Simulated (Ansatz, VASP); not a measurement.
**One calculation of AlBiO4, two programs**

```xyz
6
Lattice="4.9586 0.0000 0.0000 0.0000 4.9586 0.0000 0.0000 0.0000 5.6058" Properties=species:S:1:pos:R:3 pbc="T T T"
Al    2.4793    2.4793    2.8029
Bi    2.4793    2.4793    0.0000
O     4.2993    2.4793    2.8029
O     0.6594    2.4793    2.8029
O     2.4793    0.6594    2.8029
O     2.4793    4.2993    2.8029
```

Alike in both runs: task relaxation of cell and atoms; functional PBE; k mesh 8 × 8 × 8; occupations gaussian, width 0.1 eV; no spin polarisation.

```csv
,VASP,Ansatz
version,VASP 6.6.1,Ansatz 0.2.0
potentials or method,"VASP PAW PBE potentials, release 64 (Al, Bi_d, O), cutoff 600 eV","scalar-relativistic, plane waves, PAW"
valence electrons in the cell,42,42
```

Ansatz gave:

```
gap on the k mesh at the Fermi level, each at its own relaxed structure (eV) : none
relaxed volume (Å³/atom)                                                     : 22.92
relaxed cell length with the largest relative difference (Å)                 : 5.632
```

Q: Estimate VASP's values.

A: gap on the k mesh at the Fermi level, each at its own relaxed structure (eV): none; relaxed volume (Å³/atom): 22.88; relaxed cell length with the largest relative difference (Å): 5.611.

A gap of «none» marks a metal or a gap that the smearing closes.

Spin-orbit coupling is off throughout.
